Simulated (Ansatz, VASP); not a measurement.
## One calculation of InP, two programs

INCAR

```
PREC = Accurate ; ENCUT = 520
EDIFF = 1E-6 ; ISMEAR = 0
SIGMA = 0.15 ; LREAL = F
LASPH = T ; NELM = 80
ALGO = Normal ; ISIF = 2
LWAVE = F ; LCHARG = F
GGA = PE ; NBANDS = 16
```

File KPOINTS:

```
regular mesh
0
Gamma
  16 16 16
```

Contents of POSCAR:

```
InP
1.0
    0.0000000000      2.4940722268      3.7411083402
    2.4940722268      0.0000000000      3.7411083402
    2.4940722268      2.4940722268      0.0000000000
In P
1 1
Direct
    0.0000000000      0.0000000000      0.0000000000
    0.5000000000      0.5000000000      0.5000000000
```

Input for Ansatz:

```yaml
crystal:
  lattice:
    - [0.0, 2.4940722268, 3.7411083402]
    - [2.4940722268, 0.0, 3.7411083402]
    - [2.4940722268, 2.4940722268, 0.0]
  atoms:
    - { symbol: In, position: [0.0, 0.0, 0.0] }
    - { symbol: P, position: [0.5, 0.5, 0.5] }
basis:
  ecutwfc: 420
kpoints:
  mp_grid: { grid: [16, 16, 16] }
hamiltonian:
  xc: pbe
scf:
  occupations: { method: gaussian, width: 0.15 }
output:
  forces: true
  stress: true
  eigenvalues: true
```

Alike in both runs: task single point; functional PBE; k mesh 16 × 16 × 16; occupations gaussian, width 0.15 eV; no spin polarisation.

|  | VASP | Ansatz |
| --- | --- | --- |
| version | VASP 6.6.1 | Ansatz 0.2.0 |
| potentials or method | VASP PAW PBE potentials, release 64 (In_d, P), cutoff 520 eV | scalar-relativistic, plane waves, PAW |
| valence electrons in the cell | 18 | 18 |

|  | VASP | Ansatz | Ansatz less VASP |
| --- | --- | --- | --- |
| gap on the k mesh at the Fermi level (eV) | none | none | - |
| pressure (GPa) | 10.6 | 10.7 | +0.10 |
| traceless stress, the component that is largest in VASP (GPa) | -14.24 | -14.31 | -0.068 |

A gap of «none» marks a metal or a gap that the smearing closes. With one functional, cell and mesh, what is left measures potentials, basis and numerics.
